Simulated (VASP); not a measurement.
# Sc2GaP3 (P4/mmm) in VASP: notebook

The runs below take Sc2GaP3 through single point, with PBE.

All numbers are computed with VASP 6.6.1; they aren't measurements. Logs are shortened: lines on timing, memory, paths and dates and some standing lists are left out, and cuts for length are marked.

## Step 1: The cell of the first run

It takes space group P4/mmm (No. 123, tetragonal). Conventional cell: a = 3.540 Å, b = 3.540 Å, c = 8.426 Å, α = 90.00°, β = 90.00°, γ = 90.00°. Sc (site symmetry 4mm) has 8 P at 2.69 to 2.91 Å and 1 Ga at 2.72 Å and 1 Sc at 2.99 Å within 3.5 Å. Within 3.6 Å of Ga (site symmetry 4/mmm) lie 2 Sc at 2.72 Å and 8 P at 3.05 Å and 4 Ga at 3.54 Å. Within 3.3 Å of P (site symmetry 4mm) lie 1 P at 2.48 Å and 4 Sc at 2.69 Å and 4 Ga at 3.05 Å. P (site symmetry 4/mmm) has 2 P at 2.48 Å and 8 Sc at 2.91 Å within 3.3 Å.

## Step 2: Single point, PBE

INCAR reads:

```
SYSTEM = Sc2GaP3
ALGO = Normal
EDIFF = 1E-7
ENCUT = 520
GGA = PE
ISIF = 2
ISMEAR = 0
LASPH = .TRUE.
LCHARG = .FALSE.
LREAL = .FALSE.
LWAVE = .FALSE.
NBANDS = 34
NELM = 60
PREC = Accurate
SIGMA = 0.1
```

KPOINTS reads:

```
k-points
0
G
  6 6 2
  0 0 0
```

POSCAR reads:

```
Sc2GaP3
1.0
    3.5396177328      0.0000000000      0.0000000000
    0.0000000000      3.5396177328      0.0000000000
    0.0000000000      0.0000000000      8.4264124205
Sc Ga P
2 1 3
Direct
    0.0000000000      0.0000000000      0.3228107642
    0.0000000000      0.0000000000      0.6771892358
    0.0000000000      0.0000000000      0.0000000000
    0.5000000000      0.5000000000      0.2058607812
    0.5000000000      0.5000000000      0.5000000000
    0.5000000000      0.5000000000      0.7941392188
```

Potentials or basis: VASP PAW PBE potentials, release 64 (Sc_sv, Ga_d, P).

Launch:

```
cat potpaw_PBE.64/Sc_sv/POTCAR potpaw_PBE.64/Ga_d/POTCAR potpaw_PBE.64/P/POTCAR > POTCAR
mpirun -np 1 vasp_std > vasp.out
```

OUTCAR:

```text
SYSTEM = Sc2GaP3
   EDIFF = 1E-7
   ENCUT = 520
   GGA = PE
   ISIF = 2
   ISMEAR = 0
   LASPH = .TRUE.
   LREAL = .FALSE.
   NELM = 60
   PREC = Accurate

 ion  position               nearest neighbor table
   1  0.000  0.000  0.323-   4 2.69   4 2.69   4 2.69   4 2.69   3 2.72   5 2.91   5 2.91   5 2.91
                             5 2.91   2 2.99
   2  0.000  0.000  0.677-   6 2.69   6 2.69   6 2.69   6 2.69   3 2.72   5 2.91   5 2.91   5 2.91
                             5 2.91   1 2.99
   3  0.000  0.000  0.000-   1 2.72   2 2.72
   4  0.500  0.500  0.206-   5 2.48   1 2.69   1 2.69   1 2.69   1 2.69
   5  0.500  0.500  0.500-   4 2.48   6 2.48   1 2.91   2 2.91   1 2.91   2 2.91   1 2.91   2 2.91
                             1 2.91   2 2.91
   6  0.500  0.500  0.794-   5 2.48   2 2.69   2 2.69   2 2.69   2 2.69

  LATTYP: Found a simple tetragonal cell.
 ALAT       =     3.5396177328
 C/A-ratio  =     2.3805995609

  Lattice vectors:

 A1 = (   3.5396177328,   0.0000000000,   0.0000000000)
 A2 = (   0.0000000000,   3.5396177328,   0.0000000000)
 A3 = (   0.0000000000,   0.0000000000,   8.4264124205)

Analysis of symmetry for initial positions (statically):
=====================================================================
 Subroutine PRICEL returns:
 Original cell was already a primitive cell.

 Routine SETGRP: Setting up the symmetry group for a
 simple tetragonal supercell.

 Subroutine GETGRP returns: Found 16 space group operations
 (whereof 16 operations were pure point group operations)
 out of a pool of 16 trial point group operations.

The static configuration has the point symmetry D_4h.

Analysis of symmetry for dynamics (positions and initial velocities):
=====================================================================
 Subroutine PRICEL returns:
 Original cell was already a primitive cell.

 Routine SETGRP: Setting up the symmetry group for a
 simple tetragonal supercell.

 Subroutine GETGRP returns: Found 16 space group operations
 (whereof 16 operations were pure point group operations)
 out of a pool of 16 trial point group operations.

The dynamic configuration has the point symmetry D_4h.

 Subroutine INISYM returns: Found 16 space group operations
 (whereof 16 operations are pure point group operations),
 and found     1 'primitive' translations

----------------------------------------------------------------------------------------

                                     Primitive cell
[... 97 lines left out ...]
   NSW    =      0    number of steps for IOM
   IBRION =     -1    ionic relax: 0-MD 1-quasi-New 2-CG
   NFREE  =      0    steps in history (QN), initial steepest desc. (CG)
   ISIF   =      2    stress and relaxation
   ISYM   =      2    0-nonsym 1-usesym 2-fastsym
   POTIM  = 0.5000    time-step for ionic-motion
   TEBEG  =    0.0;   TEEND  =   0.0 temperature during run
   PSTRESS=    0.0 pullay stress
   NELECT =      50.0000    total number of electrons
   NUPDOWN=      -1.0000    fix difference up-down
   EMIN   =  10.00;   EMAX   =-10.00  energy-range for DOS
   EFERMI =   0.00;   METHOD = LEGACY
   ISMEAR =     0;   SIGMA  =   0.10  broadening in eV -4-tet -1-fermi 0-gaus
   EFERMI_NEDOS =   21; number of points for ismear=-14 and -15
   IALGO  =     38    algorithm
   IMIX   =      4    mixing-type and parameters
     AMIX     =   0.40;   BMIX     =  1.00
     AMIX_MAG =   1.60;   BMIX_MAG =  1.00
  volume/ion in A,a.u.               =      17.60       118.74
  Fermi-wavevector in a.u.,A,eV,Ry     =   1.276085  2.411451 22.155639  1.628394
  Thomas-Fermi vector in A             =   2.408761
   LORBIT       =      0    0 simple, 1 ext, 2 COOP (PROOUT), +10 PAW based schemes
   GGA     = PE    functional components
   LHFCALC =     F    Hartree Fock is set to
   AEXX    =    0.0000 exact exchange contribution
   IVDW    =     0    specifies the selected vdW correction
   LEPSILON=     F    determine dielectric tensor
   LRPA    =     F    only Hartree local field effects (RPA)
 non-spin polarized calculation
 Gauss-broadening in eV      SIGMA  =   0.10
  energy-cutoff  :      520.00
  volume of cell :      105.57
 maximum number of plane-waves:      2871
 NGX is ok and might be reduce to    28
   NGX = 13   NGY = 13   NGZ = 31

 number of electron      50.0000007 magnetization

 Free energy of the ion-electron system (eV)
  ---------------------------------------------------
  ext. energy  EPLUGINS =         0.00000000
  ---------------------------------------------------
  free energy    TOTEN  =       -35.69353775 eV

  energy without entropy =      -35.68676306  energy(sigma->0) =      -35.69015040

 E-fermi :   6.8218     XC(G=0): -10.8719

 val. band max:        6.7544999379   @ k =   0.5000   0.0000   0.5000
 cond. band min:       6.8914091017   @ k =   0.3333   0.0000   0.5000
 fundamental gap:      0.1369091638
 Fermi energy:         6.8217911902

 k-point     1 :       0.0000    0.0000    0.0000
  band No.  band energies     occupation
      1     -42.6131      2.00000
      2     -42.5834      2.00000
      3     -21.4169      2.00000
      4     -21.2476      2.00000
      5     -21.2476      2.00000
      6     -21.2194      2.00000
[... 729 lines left out ...]
     33      10.2149      0.00000
     34      10.3823      0.00000

------------------------ aborting loop because EDIFF is reached ----------------------------------------

  FORCE on cell =-STRESS in cart. coord.  units (eV):
  Direction    XX          YY          ZZ          XY          YZ          ZX
  --------------------------------------------------------------------------------------
  -------------------------------------------------------------------------------------
  Total        0.1620456      0.1620456      0.1210885      0.0000000     -0.0000000     -0.0000000
  in kB        2.4591911      2.4591911      1.8376304      0.0000000     -0.0000000     -0.0000000
  external PRESSURE =       2.2520042 kB  Pullay stress =       0.0000000 kB

 VOLUME and BASIS-vectors are now :
 -----------------------------------------------------------------------------
  energy-cutoff  :      520.00
  volume of cell :      105.57
      direct lattice vectors                 reciprocal lattice vectors
     3.539617733  0.000000000  0.000000000     0.282516383  0.000000000  0.000000000
     0.000000000  3.539617733  0.000000000     0.000000000  0.282516383  0.000000000
     0.000000000  0.000000000  8.426412421     0.000000000  0.000000000  0.118674467

 POSITION                                       TOTAL-FORCE (eV/Angst)
 -----------------------------------------------------------------------------------
      0.00000      0.00000      2.72014        -0.000000     -0.000000      0.023311
      0.00000      0.00000      5.70628         0.000000     -0.000000     -0.023311
      0.00000      0.00000      0.00000        -0.000000      0.000000      0.000000
      1.76981      1.76981      1.73467         0.000000      0.000000     -0.018087
      1.76981      1.76981      4.21321        -0.000000      0.000000      0.000000
      1.76981      1.76981      6.69174        -0.000000      0.000000      0.018087
 -----------------------------------------------------------------------------------
    total drift:                               -0.000000      0.000000      0.000000

  FREE ENERGIE OF THE ION-ELECTRON SYSTEM (eV)
  ---------------------------------------------------
  free  energy   TOTEN  =       -35.6935377487 eV

  energy  without entropy=      -35.6867630561  energy(sigma->0) =      -35.69015040
```

Run time: 70 s. Hardware: 1 thread of Intel Xeon Platinum 8488C (Sapphire Rapids), shared host; peak memory 0.25 GiB.

What came out:

* Free energy: -35.6935 eV
* Pressure: 0.2 GPa
* Largest force: 0.023 eV/Å
* Band gap on the k mesh: zero (band 25 reaches 7.00 eV, above the bottom of band 26 at 6.09 eV)

Forces on the atoms (eV/Å):
```
Sc   0.000  0.000  0.023
Sc   0.000  0.000 -0.023
Ga   0.000  0.000  0.000
P    0.000  0.000 -0.018
P    0.000  0.000  0.000
P    0.000  0.000  0.018
```

Levels at points of the mesh, in eV from the Fermi level:
| k point | band 22 | band 23 | band 24 | band 25 | band 26 | band 27 | band 28 | band 29 |
| --- | --- | --- | --- | --- | --- | --- | --- | --- |
| (0.00, 0.00, 0.00) | -1.28 | -0.91 | -0.80 | -0.80 | -0.16 | 0.19 | 0.95 | 1.42 |
| (0.50, 0.00, 0.00) | -2.69 | -1.64 | -1.45 | -0.31 | 0.99 | 1.04 | 2.01 | 2.20 |
| (0.50, 0.50, 0.00) | -3.62 | -3.62 | -3.46 | -1.48 | -0.16 | 0.49 | 1.58 | 1.58 |
| (0.00, 0.00, 0.50) | -1.44 | -1.44 | -0.88 | -0.74 | -0.74 | -0.21 | 1.86 | 1.97 |
| (0.50, 0.00, 0.50) | -2.65 | -1.74 | -0.39 | -0.07 | 0.33 | 1.20 | 1.24 | 1.93 |
| (0.50, 0.50, 0.50) | -4.55 | -3.37 | -3.37 | -1.15 | 0.30 | 1.08 | 1.08 | 2.08 |

Caveat: the k points lie up to 0.37 Å⁻¹ apart.

## Step 3: Single point, PBE

This run uses another cell than the first one, of 18.01 Å³/atom, 1.024 times its volume.

INCAR reads:

```
PREC = Accurate
ENCUT = 520
EDIFF = 1E-6
ISMEAR = 0
SIGMA = 0.1
LREAL = F
LASPH = T
NELM = 100
ALGO = Normal
ISIF = 2
LWAVE = F
LCHARG = F
GGA = PE
NBANDS = 34
```

KPOINTS reads:

```
Automatic mesh
0
Gamma
  6 6 2
```

POSCAR reads:

```
Sc2GaP3
1.0
    3.2793134000      0.0000000000      0.0000000000
    0.0000000000      3.2793134000      0.0000000000
    0.0000000000      0.0000000000     10.0512024400
Sc Ga P
2 1 3
Direct
    0.0000000000      0.0000000000      0.3392778000
    0.0000000000      0.0000000000      0.6607222000
    0.0000000000      0.0000000000      0.0000000000
    0.5000000000      0.5000000000      0.1817286000
    0.5000000000      0.5000000000      0.5000000000
    0.5000000000      0.5000000000      0.8182714000
```

Potentials or basis: VASP PAW PBE potentials, release 64 (Sc_sv, Ga_d, P).

Launch:

```
cat potpaw_PBE.64/Sc_sv/POTCAR potpaw_PBE.64/Ga_d/POTCAR potpaw_PBE.64/P/POTCAR > POTCAR
mpirun -np 1 vasp_std > vasp.out
```

Run time: 57 s. Hardware: 1 thread of Intel Xeon Platinum 8488C (Sapphire Rapids), shared host; peak memory 0.24 GiB.

Results (log left out):

* Free energy: -34.6909 eV
* Pressure: -1.2 GPa
* Largest force: 0.463 eV/Å
* Band gap on the k mesh: zero (band 25 reaches 6.71 eV, above the bottom of band 26 at 5.71 eV)

Forces in eV/Å, atoms in the order of the input:
```
Sc   0.000  0.000 -0.463
Sc   0.000  0.000  0.463
Ga   0.000  0.000  0.000
P    0.000  0.000  0.142
P    0.000  0.000  0.000
P    0.000  0.000 -0.142
```

Stress tensor (GPa, compression positive):
```
-1.07  0.00  0.00
 0.00 -1.07  0.00
 0.00  0.00 -1.39
```

Levels at points of the mesh, in eV from the Fermi level:
```tsv
k point	band 23	band 24	band 25	band 26	band 27	band 28
(0.00, 0.00, 0.00)	-0.24	-0.01	0.17	0.17	0.25	0.25
(0.50, 0.00, 0.00)	-0.63	-0.34	-0.33	0.27	0.86	1.72
(0.50, 0.50, 0.00)	-3.41	-3.18	-1.83	0.23	0.28	0.79
(0.00, 0.00, 0.50)	-0.17	-0.17	-0.01	0.56	0.56	1.03
(0.50, 0.00, 0.50)	-1.23	-0.62	0.18	0.22	1.08	1.75
(0.50, 0.50, 0.50)	-3.41	-3.38	-0.69	-0.54	0.57	0.71
```
